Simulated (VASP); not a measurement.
# AlN (P6_3mc) in VASP: further runs

Runs on AlN. Level: revPBE. Tasks: single point.

Everything below comes from runs of VASP 6.6.1. Logs are shortened: lines on timing, memory, paths and dates and some standing lists are left out, and cuts for length are marked.

### Step 1. The cell of the first run

Symmetry: P6_3mc, No. 186, hexagonal system. The conventional cell has a = 3.178 Å, b = 3.178 Å, c = 4.780 Å, α = 90.00°, β = 90.00°, γ = 120.00°. Within 2.4 Å of Al (site symmetry 3m) lie 4 N at 1.82 to 1.92 Å. Within 2.4 Å of N (site symmetry 3m) lie 4 Al at 1.82 to 1.92 Å.

### Step 2. Single point, revPBE

Contents of INCAR:

```
SYSTEM = AlN
PREC = Accurate
ENCUT = 600
EDIFF = 1E-6
ISMEAR = -1
SIGMA = 0.05
LREAL = .FALSE.
LASPH = .TRUE.
NELM = 120
ALGO = Normal
ISIF = 2
LWAVE = .FALSE.
LCHARG = .TRUE.
GGA = RE
LELF = .TRUE.
LVHAR = .TRUE.
NBANDS = 16
GGA_COMPAT = .FALSE.
```

Contents of KPOINTS:

```
regular mesh
0
G
  7 7 4
  0 0 0
```

Contents of POSCAR:

```
AlN
1.0
    3.1778727488      0.0000000000      0.0000000000
   -1.5889363744      2.7521184468      0.0000000000
    0.0000000000      0.0000000000      4.7797125320
Al N
2 2
Direct
    0.3333333333      0.6666666667      0.0000000000
    0.6666666667      0.3333333333      0.5000000000
    0.3333333333      0.6666666667      0.3800000000
    0.6666666667      0.3333333333      0.8800000000
```

Potentials or basis: VASP PAW PBE potentials, release 64 (Al, N).

Run with:

```
$ cat potpaw_PBE.64/Al/POTCAR potpaw_PBE.64/N/POTCAR > POTCAR
$ mpirun -np 1 vasp_std > vasp.out
```

OUTCAR:

```text
SYSTEM = AlN
   PREC = Accurate
   ENCUT = 600
   EDIFF = 1E-6
   ISMEAR = -1
   LREAL = .FALSE.
   LASPH = .TRUE.
   NELM = 120
   ISIF = 2
   GGA = RE

 ion  position               nearest neighbor table
   1  0.333  0.667  0.000-   3 1.82   4 1.92   4 1.92   4 1.92   2 3.01   2 3.01   2 3.01   2 3.01
                             2 3.01   2 3.01
   2  0.667  0.333  0.500-   4 1.82   3 1.92   3 1.92   3 1.92   1 3.01   1 3.01   1 3.01   1 3.01
                             1 3.01   1 3.01
   3  0.333  0.667  0.380-   1 1.82   2 1.92   2 1.92   2 1.92
   4  0.667  0.333  0.880-   2 1.82   1 1.92   1 1.92   1 1.92

  LATTYP: Found a hexagonal cell.
 ALAT       =     3.1778727488
 C/A-ratio  =     1.5040603919

  Lattice vectors:

 A1 = (   3.1778727488,   0.0000000000,   0.0000000000)
 A2 = (  -1.5889363744,   2.7521184468,   0.0000000000)
 A3 = (   0.0000000000,   0.0000000000,   4.7797125320)

Analysis of symmetry for initial positions (statically):
=====================================================================
 Subroutine PRICEL returns:
 Original cell was already a primitive cell.

 Routine SETGRP: Setting up the symmetry group for a
 hexagonal supercell.

 Subroutine GETGRP returns: Found 12 space group operations
 (whereof  6 operations were pure point group operations)
 out of a pool of 24 trial point group operations.

The static configuration has the point symmetry C_3v.
 The point group associated with its full space group is C_6v.

Analysis of symmetry for dynamics (positions and initial velocities):
=====================================================================
 Subroutine PRICEL returns:
 Original cell was already a primitive cell.

 Routine SETGRP: Setting up the symmetry group for a
 hexagonal supercell.

 Subroutine GETGRP returns: Found 12 space group operations
 (whereof  6 operations were pure point group operations)
 out of a pool of 24 trial point group operations.

The dynamic configuration has the point symmetry C_3v.
 The point group associated with its full space group is C_6v.

 Subroutine INISYM returns: Found 12 space group operations
 (whereof  6 operations are pure point group operations),
 and found     1 'primitive' translations

----------------------------------------------------------------------------------------

                                     Primitive cell

  volume of cell :      41.8028

  direct lattice vectors                    reciprocal lattice vectors
     3.177872749  0.000000000  0.000000000     0.314675910  0.181678227  0.000000000
    -1.588936374  2.752118447  0.000000000     0.000000000  0.363356454  0.000000000
     0.000000000  0.000000000  4.779712532     0.000000000  0.000000000  0.209217603

  length of vectors
     3.177872749  3.177872676  4.779712532     0.363356446  0.363356454  0.209217603

  position of ions in fractional coordinates (direct lattice)
     0.333333333  0.666666667  0.000000000
     0.666666667  0.333333333  0.500000000
     0.333333333  0.666666667  0.380000000
     0.666666667  0.333333333  0.880000000

  ion indices of the primitive-cell ions
   primitive index   ion index
                 1           1
                 2           2
                 3           3
                 4           4

----------------------------------------------------------------------------------------

 KPOINTS: regular mesh

Automatic generation of k-mesh.
 Grid dimensions read from file:
 generate k-points for:    7    7    4

 Generating k-lattice:

  Cartesian coordinates                     Fractional coordinates (reciprocal lattice)
     0.044953701  0.025954032  0.000000000     0.142857143  0.000000000  0.000000000
     0.000000000  0.051908065  0.000000000     0.000000000  0.142857143  0.000000000
     0.000000000  0.000000000  0.052304401     0.000000000  0.000000000  0.250000000

  Length of vectors
     0.051908064  0.051908065  0.052304401

  Shift w.r.t. Gamma in fractional coordinates (k-lattice)
     0.000000000  0.000000000  0.000000000

 Subroutine IBZKPT returns following result:
 ===========================================

 Found     24 irreducible k-points:

 Following reciprocal coordinates:
            Coordinates               Weight
  0.000000  0.000000  0.000000      1.000000
  0.142857  0.000000  0.000000      6.000000
  0.285714  0.000000  0.000000      6.000000
  0.428571 -0.000000  0.000000      6.000000
  0.142857  0.142857  0.000000      6.000000
  0.285714  0.142857  0.000000     12.000000
[... 16 lines left out ...]
  0.428571  0.142857  0.500000      6.000000
  0.285714  0.285714  0.500000      6.000000
   k-points           NKPTS =     24   k-points in BZ     NKDIM =     24   number of bands    NBANDS=     16
   number of dos      NEDOS =    301   number of ions     NIONS =      4
   total plane-waves  NPLWV =  31360
   dimension x,y,z NGX =    28 NGY =   28 NGZ =   40
   dimension x,y,z NGXF=    56 NGYF=   56 NGZF=   80
   ions per type =               2   2
   NGX,Y,Z   is equivalent  to a cutoff of  14.65, 14.65, 13.91 a.u.
   NGXF,Y,Z  is equivalent  to a cutoff of  29.30, 29.30, 27.83 a.u.
 SYSTEM =  AlN
   PREC   = accura    normal or accurate (medium, high low for compatibility)
   ISTART =      0    job   : 0-new  1-cont  2-samecut
   ICHARG =      2    charge: 1-file 2-atom 10-const
   ISPIN  =      1    spin polarized calculation?
   LNONCOLLINEAR =      F non collinear calculations
   LSORBIT =      F    spin-orbit coupling
   LASPH  =      T    aspherical Exc in radial PAW
   ENCUT  =  600.0 eV  44.10 Ry    6.64 a.u.   6.35  6.35  9.55*2*pi/ulx,y,z
   NELM   =    120;   NELMIN=  2; NELMDL= -5     # of ELM steps
   EDIFF  = 0.1E-05   stopping-criterion for ELM
   LREAL  =      F    real-space projection
   EDIFFG = 0.1E-04   stopping-criterion for IOM
   NSW    =      0    number of steps for IOM
   IBRION =     -1    ionic relax: 0-MD 1-quasi-New 2-CG
   NFREE  =      0    steps in history (QN), initial steepest desc. (CG)
   ISIF   =      2    stress and relaxation
   ISYM   =      2    0-nonsym 1-usesym 2-fastsym
   POTIM  = 0.5000    time-step for ionic-motion
   TEBEG  =    0.0;   TEEND  =   0.0 temperature during run
   PSTRESS=    0.0 pullay stress
   NELECT =      16.0000    total number of electrons
   NUPDOWN=      -1.0000    fix difference up-down
   EMIN   =  10.00;   EMAX   =-10.00  energy-range for DOS
   EFERMI =   0.00;   METHOD = LEGACY
   ISMEAR =    -1;   SIGMA  =   0.05  broadening in eV -4-tet -1-fermi 0-gaus
   EFERMI_NEDOS =   21; number of points for ismear=-14 and -15
   IALGO  =     38    algorithm
   IMIX   =      4    mixing-type and parameters
     AMIX     =   0.40;   BMIX     =  1.00
     AMIX_MAG =   1.60;   BMIX_MAG =  1.00
  volume/ion in A,a.u.               =      10.45        70.52
  Fermi-wavevector in a.u.,A,eV,Ry     =   1.188629  2.246183 19.222843  1.412839
  Thomas-Fermi vector in A             =   2.324754
   LORBIT       =      0    0 simple, 1 ext, 2 COOP (PROOUT), +10 PAW based schemes
   GGA     = RE    functional components
   LHFCALC =     F    Hartree Fock is set to
   AEXX    =    0.0000 exact exchange contribution
   IVDW    =     0    specifies the selected vdW correction
   LEPSILON=     F    determine dielectric tensor
   LRPA    =     F    only Hartree local field effects (RPA)
 non-spin polarized calculation
  energy-cutoff  :      600.00
  volume of cell :       41.80
 maximum number of plane-waves:      1411
 NGX is ok and might be reduce to    28
   NGX = 13   NGY = 13   NGZ = 19

 number of electron      16.0000000 magnetization

 Free energy of the ion-electron system (eV)
  ---------------------------------------------------
  ext. energy  EPLUGINS =         0.00000000
  ---------------------------------------------------
  free energy    TOTEN  =       -28.39786652 eV

  energy without entropy =      -28.39786652  energy(sigma->0) =      -28.39786652

 E-fermi :   7.3365     XC(G=0): -10.8076

 val. band max:        6.3733368408   @ k =   0.0000   0.0000   0.0000
 cond. band min:      10.4591875192   @ k =   0.0000   0.0000   0.0000
 fundamental gap:      4.0858506784
 Fermi energy:         7.3365305524

 k-point     1 :       0.0000    0.0000    0.0000
  band No.  band energies     occupation
      1      -8.9956      2.00000
      2      -6.6062      2.00000
      3       0.4430      2.00000
      4       5.1339      2.00000
      5       5.1339      2.00000
      6       5.9703      2.00000
[... 8 lines left out ...]
     15      19.1841      0.00000
     16      20.3068      0.00000

 k-point     2 :       0.1429    0.0000    0.0000
  band No.  band energies     occupation
      1      -8.7544      2.00000
      2      -6.5003      2.00000
      3       0.7299      2.00000
      4       4.1020      2.00000
      5       4.8280      2.00000
      6       4.9944      2.00000
[... 8 lines left out ...]
     15      18.8926      0.00000
     16      18.9767      0.00000

 k-point     3 :       0.2857    0.0000    0.0000
  band No.  band energies     occupation
      1      -8.0994      2.00000
      2      -6.3006      2.00000
      3       1.5390      2.00000
      4       2.2622      2.00000
      5       3.4979      2.00000
      6       4.3013      2.00000
[... 8 lines left out ...]
     15      18.7208      0.00000
     16      19.5434      0.00000

 k-point     4 :       0.4286   -0.0000    0.0000
  band No.  band energies     occupation
      1      -7.3165      2.00000
      2      -6.3095      2.00000
      3       1.0413      2.00000
      4       2.4696      2.00000
      5       2.6206      2.00000
      6       3.9589      2.00000
[... 8 lines left out ...]
     15      18.9691      0.00000
     16      21.3186      0.00000
[... 324 lines left out ...]
 k-point    22 :       0.2857    0.1429    0.5000
  band No.  band energies     occupation
      1      -6.9248      2.00000
      2      -6.9248      2.00000
      3       1.2874      2.00000
      4       1.2874      2.00000
      5       3.9543      2.00000
      6       3.9543      2.00000
[... 8 lines left out ...]
     15      19.4823      0.00000
     16      19.4823      0.00000

 k-point    23 :       0.4286    0.1429    0.5000
  band No.  band energies     occupation
      1      -6.6510      2.00000
      2      -6.6510      2.00000
      3       0.8126      2.00000
      4       0.8126      2.00000
      5       3.6633      2.00000
      6       3.6633      2.00000
[... 8 lines left out ...]
     15      19.9173      0.00000
     16      19.9173      0.00000

 k-point    24 :       0.2857    0.2857    0.5000
  band No.  band energies     occupation
      1      -6.5940      2.00000
      2      -6.5940      2.00000
      3       1.1825      2.00000
      4       1.1825      2.00000
      5       2.7751      2.00000
      6       2.7751      2.00000
[... 8 lines left out ...]
     15      19.8702      0.00000
     16      19.8702      0.00000

------------------------ aborting loop because EDIFF is reached ----------------------------------------

  FORCE on cell =-STRESS in cart. coord.  units (eV):
  Direction    XX          YY          ZZ          XY          YZ          ZX
  --------------------------------------------------------------------------------------
  -------------------------------------------------------------------------------------
  Total       -0.7326684     -0.7326683      6.6087442      0.0000000      0.0000000      0.0000000
  in kB      -28.0810033    -28.0810016    253.2935466      0.0000000      0.0000000      0.0000000
  external PRESSURE =      65.7105139 kB  Pullay stress =       0.0000000 kB

 VOLUME and BASIS-vectors are now :
 -----------------------------------------------------------------------------
  energy-cutoff  :      600.00
  volume of cell :       41.80
      direct lattice vectors                 reciprocal lattice vectors
     3.177872749  0.000000000  0.000000000     0.314675910  0.181678227  0.000000000
    -1.588936374  2.752118447  0.000000000     0.000000000  0.363356454  0.000000000
     0.000000000  0.000000000  4.779712532     0.000000000  0.000000000  0.209217603

 POSITION                                       TOTAL-FORCE (eV/Angst)
 -----------------------------------------------------------------------------------
     -0.00000      1.83475      0.00000        -0.000000      0.000000     -1.144106
      1.58894      0.91737      2.38986        -0.000000      0.000000     -1.144106
     -0.00000      1.83475      1.81629         0.000000      0.000000      1.144106
      1.58894      0.91737      4.20615         0.000000     -0.000000      1.144106
 -----------------------------------------------------------------------------------
    total drift:                               -0.000000      0.000000      0.001051

  FREE ENERGIE OF THE ION-ELECTRON SYSTEM (eV)
  ---------------------------------------------------
  free  energy   TOTEN  =       -28.3978665186 eV

  energy  without entropy=      -28.3978665186  energy(sigma->0) =      -28.39786652
```

It took 10 s on 1 thread of Intel Xeon Platinum 8559C (Emerald Rapids), shared host; peak memory 0.17 GiB.

Results:

```
Free energy            : -28.3979 eV
Pressure               : 6.6 GPa
Largest force          : 1.144 eV/Å
Band gap on the k mesh : 4.09 eV, direct
```

Forces on the atoms (eV/Å):
```
Al   0.000  0.000 -1.144
Al   0.000  0.000 -1.144
N    0.000  0.000  1.144
N    0.000  0.000  1.144
```

Stress tensor (GPa, compression positive):
```
-2.81  0.00  0.00
 0.00 -2.81  0.00
 0.00  0.00 25.33
```

Caveat: the PAW data sets were made with another functional, which shifts forces and pressure a little.

### Step 3. Single point, revPBE

Contents of INCAR:

```
SYSTEM = AlN
PREC = Accurate ; ENCUT = 600
EDIFF = 1E-6 ; ISMEAR = -1
SIGMA = 0.05 ; LREAL = .False.
LASPH = .True. ; NELM = 120
ALGO = Normal ; ISIF = 2
LWAVE = .False. ; LCHARG = .False.
GGA = RE ; NBANDS = 16
GGA_COMPAT = .False.
```

Contents of KPOINTS:

```
Automatic mesh
0
Gamma
  7 7 4
  0 0 0
```

Contents of POSCAR:

```
AlN
1.0
    3.1556491354      0.0000000000      0.0000000000
   -1.5778245677      2.7328722336      0.0000000000
    0.0000000000      0.0000000000      4.8472717024
Al N
2 2
Direct
    0.3333333333      0.6666666667      0.0000000000
    0.6666666667      0.3333333333      0.5000000000
    0.3333333333      0.6666666667      0.3800000000
    0.6666666667      0.3333333333      0.8800000000
```

Potentials or basis: VASP PAW PBE potentials, release 64 (Al, N).

Run with:

```
$ cat potpaw_PBE.64/Al/POTCAR potpaw_PBE.64/N/POTCAR > POTCAR
$ mpirun -np 1 vasp_std > vasp.out
```

Run time: 9.9 s. Hardware: 1 thread of Intel Xeon Platinum 8559C (Emerald Rapids), shared host; peak memory 0.17 GiB.

It converged, with:

| Quantity | Value |
| --- | --- |
| Free energy | -28.4839 eV |
| Pressure | 6.1 GPa |
| Largest force | 0.750 eV/Å |
| Band gap on the k mesh | 4.15 eV, direct |

Forces in eV/Å, atoms in the order of the input:
```
Al   0.000  0.000 -0.750
Al   0.000  0.000 -0.750
N    0.000  0.000  0.750
N    0.000  0.000  0.750
```

Stress tensor (GPa, compression positive):
```
-0.21  0.00  0.00
 0.00 -0.21  0.00
 0.00  0.00 18.68
```

Levels at points of the mesh, in eV from the valence-band top:
```tsv
k point	band 4	band 5	band 6	band 7	band 8	band 9	band 10	band 11	band 12	band 13
(0.00, 0.00, 0.00)	-1.11	-1.11	-0.34	-0.34	0.00	4.15	6.24	10.75	10.75	10.76
(0.00, 0.00, 0.50)	-3.26	-0.74	-0.74	-0.74	-0.74	6.24	6.24	10.49	10.49	11.06
```

Caveat: the PAW data sets were made with another functional, which shifts forces and pressure a little.
